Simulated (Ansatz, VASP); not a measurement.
# FeSi2 in VASP and in Ansatz

```
Fe Si
1.0
     0.00000    2.69000    5.08000
     2.69000    0.00000    5.08000
     2.69000    2.69000    0.00000
Fe Si
2 4
Direct
  0.00000 0.00000 0.00000
  0.50000 0.50000 0.50000
  0.12500 0.12500 0.37500
  0.62500 0.62500 0.87500
  0.37500 0.37500 0.12500
  0.87500 0.87500 0.62500
```

Alike in both runs: task single point; functional r2SCAN; k mesh 5 × 5 × 5; occupations gaussian, width 0.05 eV; collinear spin.

|  | VASP | Ansatz |
| --- | --- | --- |
| version | VASP 6.6.1 | Ansatz 0.2.0 |
| potentials or method | VASP PAW PBE potentials, release 64 (Fe, Si), cutoff 520 eV | PAW, plane waves, scalar-relativistic |
| valence electrons in the cell | 32 | 48 |

|  | VASP | Ansatz | Ansatz less VASP |
| --- | --- | --- | --- |
| pressure (GPa) | 8.6 | 8.2 | -0.40 |
| traceless stress, the component that is largest in VASP (GPa) | -1.47 | -1.30 | +0.170 |
| rms of the force components (eV/Å) | 1.411 | 1.398 | -0.0138 |
| net moment per atom (μB) | 0.11 | 0.11 | -0.001 |
| size of the moment on the site where the two differ most (μB) | 0.35 | 0.36 | +0.004 |

VASP's potentials were made for PBE, not for r2SCAN. Site moments also hang on the region over which each program counts them. Atom by atom the forces differ by 0.014 eV/Å (rms over components). VASP's potentials hold 32 valence electrons a cell and Ansatz's 48, so a difference there can come from the potentials and not from the codes. Ansatz's warnings: seeded moment not kept, stability check not made.
